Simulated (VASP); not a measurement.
# I (Pm-3m) in VASP: further runs, part 2 of 2

VASP 6.6.1.

## Step 3: Single point, PBE (17.96 Å³/atom)

File INCAR:

```
SYSTEM = I
PREC = Accurate
ENCUT = 520
EDIFF = 1E-6
ISMEAR = -1
SIGMA = 0.1
LREAL = .FALSE.
LASPH = .TRUE.
NELM = 100
ALGO = Normal
ISIF = 2
LWAVE = .FALSE.
LCHARG = .FALSE.
GGA = PE
NBANDS = 10
```

File KPOINTS:

```
regular mesh
0
G
  11 11 11
  0 0 0
```

File POSCAR:

```
I
1.0
    2.6187841314      0.0000000000      0.0000000000
    0.0000000000      2.6187841314      0.0000000000
    0.0000000000      0.0000000000      2.6187841314
I
1
Direct
    0.0000000000      0.0000000000      0.0000000000
```

Potentials or basis: VASP PAW PBE potentials, release 64 (I).

Run with:

```bash
$ cat potpaw_PBE.64/I/POTCAR > POTCAR
$ mpirun -np 1 vasp_std > vasp.out
```

OUTCAR:

```text
SYSTEM = I
   PREC = Accurate
   ENCUT = 520
   EDIFF = 1E-6
   ISMEAR = -1
   LREAL = .FALSE.
   LASPH = .TRUE.
   NELM = 100
   ISIF = 2
   GGA = PE

 ion  position               nearest neighbor table
   1  0.000  0.000  0.000-

  LATTYP: Found a simple cubic cell.
 ALAT       =     2.6187841314

  Lattice vectors:

 A1 = (   2.6187841314,   0.0000000000,   0.0000000000)
 A2 = (   0.0000000000,   2.6187841314,   0.0000000000)
 A3 = (   0.0000000000,   0.0000000000,   2.6187841314)

Analysis of symmetry for initial positions (statically):
=====================================================================
 Subroutine PRICEL returns:
 Original cell was already a primitive cell.

 Routine SETGRP: Setting up the symmetry group for a
 simple cubic supercell.

 Subroutine GETGRP returns: Found 48 space group operations
 (whereof 48 operations were pure point group operations)
 out of a pool of 48 trial point group operations.

The static configuration has the point symmetry O_h .

Analysis of symmetry for dynamics (positions and initial velocities):
=====================================================================
 Subroutine PRICEL returns:
 Original cell was already a primitive cell.

 Routine SETGRP: Setting up the symmetry group for a
 simple cubic supercell.

 Subroutine GETGRP returns: Found 48 space group operations
 (whereof 48 operations were pure point group operations)
 out of a pool of 48 trial point group operations.

The dynamic configuration has the point symmetry O_h .

 Subroutine INISYM returns: Found 48 space group operations
 (whereof 48 operations are pure point group operations),
 and found     1 'primitive' translations

----------------------------------------------------------------------------------------

                                     Primitive cell

  volume of cell :      17.9597

  direct lattice vectors                    reciprocal lattice vectors
     2.618784131  0.000000000  0.000000000     0.381856598  0.000000000  0.000000000
     0.000000000  2.618784131  0.000000000     0.000000000  0.381856598  0.000000000
     0.000000000  0.000000000  2.618784131     0.000000000  0.000000000  0.381856598

  length of vectors
     2.618784131  2.618784131  2.618784131     0.381856598  0.381856598  0.381856598

  position of ions in fractional coordinates (direct lattice)
     0.000000000  0.000000000  0.000000000

  ion indices of the primitive-cell ions
   primitive index   ion index
                 1           1

----------------------------------------------------------------------------------------

 KPOINTS: regular mesh

Automatic generation of k-mesh.
 Grid dimensions read from file:
 generate k-points for:   11   11   11

 Generating k-lattice:

  Cartesian coordinates                     Fractional coordinates (reciprocal lattice)
     0.034714236  0.000000000  0.000000000     0.090909091  0.000000000  0.000000000
     0.000000000  0.034714236  0.000000000     0.000000000  0.090909091  0.000000000
     0.000000000  0.000000000  0.034714236     0.000000000  0.000000000  0.090909091

  Length of vectors
     0.034714236  0.034714236  0.034714236

  Shift w.r.t. Gamma in fractional coordinates (k-lattice)
     0.000000000  0.000000000  0.000000000

 Subroutine IBZKPT returns following result:
 ===========================================

 Found     56 irreducible k-points:

 Following reciprocal coordinates:
            Coordinates               Weight
  0.000000  0.000000  0.000000      1.000000
  0.090909  0.000000  0.000000      6.000000
  0.181818  0.000000  0.000000      6.000000
  0.272727  0.000000  0.000000      6.000000
  0.363636  0.000000  0.000000      6.000000
  0.454545  0.000000  0.000000      6.000000
[... 16 lines left out ...]
  0.181818  0.090909  0.090909     24.000000
  0.272727  0.090909  0.090909     24.000000
 [... further k-points ...]
   k-points           NKPTS =     56   k-points in BZ     NKDIM =     56   number of bands    NBANDS=     10
   number of dos      NEDOS =    301   number of ions     NIONS =      1
   total plane-waves  NPLWV =   8000
   dimension x,y,z NGX =    20 NGY =   20 NGZ =   20
   dimension x,y,z NGXF=    40 NGYF=   40 NGZF=   40
   ions per type =               1
   NGX,Y,Z   is equivalent  to a cutoff of  12.70, 12.70, 12.70 a.u.
   NGXF,Y,Z  is equivalent  to a cutoff of  25.39, 25.39, 25.39 a.u.
 SYSTEM =  I
   PREC   = accura    normal or accurate (medium, high low for compatibility)
   ISTART =      0    job   : 0-new  1-cont  2-samecut
   ICHARG =      2    charge: 1-file 2-atom 10-const
   ISPIN  =      1    spin polarized calculation?
   LNONCOLLINEAR =      F non collinear calculations
   LSORBIT =      F    spin-orbit coupling
   LASPH  =      T    aspherical Exc in radial PAW
   ENCUT  =  520.0 eV  38.22 Ry    6.18 a.u.   4.87  4.87  4.87*2*pi/ulx,y,z
   NELM   =    100;   NELMIN=  2; NELMDL= -5     # of ELM steps
   EDIFF  = 0.1E-05   stopping-criterion for ELM
   LREAL  =      F    real-space projection
   EDIFFG = 0.1E-04   stopping-criterion for IOM
   NSW    =      0    number of steps for IOM
   IBRION =     -1    ionic relax: 0-MD 1-quasi-New 2-CG
   NFREE  =      0    steps in history (QN), initial steepest desc. (CG)
   ISIF   =      2    stress and relaxation
   ISYM   =      2    0-nonsym 1-usesym 2-fastsym
   POTIM  = 0.5000    time-step for ionic-motion
   TEBEG  =    0.0;   TEEND  =   0.0 temperature during run
   PSTRESS=    0.0 pullay stress
   NELECT =       7.0000    total number of electrons
   NUPDOWN=      -1.0000    fix difference up-down
   EMIN   =  10.00;   EMAX   =-10.00  energy-range for DOS
   EFERMI =   0.00;   METHOD = LEGACY
   ISMEAR =    -1;   SIGMA  =   0.10  broadening in eV -4-tet -1-fermi 0-gaus
   EFERMI_NEDOS =   21; number of points for ismear=-14 and -15
   IALGO  =     38    algorithm
   IMIX   =      4    mixing-type and parameters
     AMIX     =   0.40;   BMIX     =  1.00
     AMIX_MAG =   1.60;   BMIX_MAG =  1.00
  volume/ion in A,a.u.               =      17.96       121.20
  Fermi-wavevector in a.u.,A,eV,Ry     =   1.195844  2.259817 19.456910  1.430043
  Thomas-Fermi vector in A             =   2.331799
   LORBIT       =      0    0 simple, 1 ext, 2 COOP (PROOUT), +10 PAW based schemes
   GGA     = PE    functional components
   LHFCALC =     F    Hartree Fock is set to
   AEXX    =    0.0000 exact exchange contribution
   IVDW    =     0    specifies the selected vdW correction
   LEPSILON=     F    determine dielectric tensor
   LRPA    =     F    only Hartree local field effects (RPA)
 non-spin polarized calculation
  energy-cutoff  :      520.00
  volume of cell :       17.96
 maximum number of plane-waves:       494
 NGX is ok and might be reduce to    20
   NGX =  9   NGY =  9   NGZ =  9

 number of electron       6.9999999 magnetization

 Free energy of the ion-electron system (eV)
  ---------------------------------------------------
  ext. energy  EPLUGINS =         0.00000000
  ---------------------------------------------------
  free energy    TOTEN  =         3.50815393 eV

  energy without entropy =        3.52483021  energy(sigma->0) =        3.51649207

 E-fermi :  17.2014     XC(G=0): -12.2432

 val. band max:       17.1408857147   @ k =   0.2727   0.1818   0.0909
 cond. band min:      17.2301235250   @ k =   0.0909   0.0909   0.0000
 fundamental gap:      0.0892378103
 Fermi energy:        17.2013506109

 k-point     1 :       0.0000    0.0000    0.0000
  band No.  band energies     occupation
      1      -4.8779      2.00000
      2      16.8684      1.93083
      3      16.8684      1.93083
      4      16.8684      1.93083
      5      21.2153      0.00000
      6      21.2153      0.00000
      7      25.1906      0.00000
      8      36.1983      0.00000
      9      36.1983      0.00000
     10      36.1983      0.00000
[... 287 lines left out ...]
 k-point    24 :       0.2727    0.0909    0.0909
  band No.  band energies     occupation
      1      -2.9790      2.00000
      2       8.9879      2.00000
      3      16.2148      1.99990
      4      16.9003      1.90605
      5      24.8494      0.00000
      6      25.9268      0.00000
      7      27.7815      0.00000
      8      29.2730      0.00000
      9      33.1547      0.00000
     10      34.0352      0.00000

 [... further k-points ...]

------------------------ aborting loop because EDIFF is reached ----------------------------------------

  FORCE on cell =-STRESS in cart. coord.  units (eV):
  Direction    XX          YY          ZZ          XY          YZ          ZX
  --------------------------------------------------------------------------------------
  -------------------------------------------------------------------------------------
  Total       14.2784042     14.2784042     14.2784042     -0.0000000     -0.0000000      0.0000000
  in kB     1273.7703958   1273.7703958   1273.7703958     -0.0000000     -0.0000000      0.0000000
  external PRESSURE =    1273.7703958 kB  Pullay stress =       0.0000000 kB

 VOLUME and BASIS-vectors are now :
 -----------------------------------------------------------------------------
  energy-cutoff  :      520.00
  volume of cell :       17.96
      direct lattice vectors                 reciprocal lattice vectors
     2.618784131  0.000000000  0.000000000     0.381856598  0.000000000  0.000000000
     0.000000000  2.618784131  0.000000000     0.000000000  0.381856598  0.000000000
     0.000000000  0.000000000  2.618784131     0.000000000  0.000000000  0.381856598

 POSITION                                       TOTAL-FORCE (eV/Angst)
 -----------------------------------------------------------------------------------
      0.00000      0.00000      0.00000         0.000000      0.000000      0.000000
 -----------------------------------------------------------------------------------
    total drift:                               -0.000000     -0.000000      0.000000

  FREE ENERGIE OF THE ION-ELECTRON SYSTEM (eV)
  ---------------------------------------------------
  free  energy   TOTEN  =         3.5081539251 eV

  energy  without entropy=        3.5248302118  energy(sigma->0) =        3.51649207
```

OSZICAR:

```text
N       E                     dE             d eps       ncg     rms          rms(c)
DAV:   1     0.227617902604E+02    0.22762E+02   -0.29031E+03  1120   0.542E+02
DAV:   2     0.398980708634E+01   -0.18772E+02   -0.18174E+02  1476   0.966E+01
DAV:   3     0.348336126858E+01   -0.50645E+00   -0.50520E+00  1440   0.144E+01
DAV:   4     0.348065369397E+01   -0.27076E-02   -0.27073E-02  1506   0.124E+00
DAV:   5     0.348063669711E+01   -0.16997E-04   -0.16996E-04  1402   0.784E-02    0.305E+01
DAV:   6     0.350004845970E+01    0.19412E-01   -0.75647E-03  1342   0.416E-01    0.181E+01
DAV:   7     0.350794398132E+01    0.78955E-02   -0.11160E-02  1320   0.520E-01    0.418E-01
DAV:   8     0.350815323168E+01    0.20925E-03   -0.66004E-04  1276   0.144E-01    0.588E-02
DAV:   9     0.350815445068E+01    0.12190E-05   -0.21804E-05  1490   0.262E-02    0.439E-02
DAV:  10     0.350815392512E+01   -0.52556E-06   -0.82642E-07  1136   0.537E-03
   1 F= 0.35081539E+01 E0= 0.35164921E+01  d E =-.166763E-01
```

It took 8 s on 1 thread of Intel Xeon 8259CL, shared host; peak memory 0.13 GiB.

Results:

- Free energy: 3.5082 eV
- Pressure: 127.4 GPa
- Band gap on the k mesh: zero (an odd number of electrons rules out a gap without spin polarisation)

Levels at points of the mesh, in eV from the Fermi level:
```tsv
k point	band 1	band 2	band 3	band 4	band 5	band 6	band 7	band 8	band 9
(0.00, 0.00, 0.00)	-22.08	-0.33	-0.33	-0.33	4.01	4.01	7.99	19.00	19.00
```

Caveat: the cell stands under pressure; spin-orbit coupling is left out, which moves the levels of the heavy elements; an odd number of electrons without spin polarisation forces a metal; a magnetic or distorted state may lie lower.
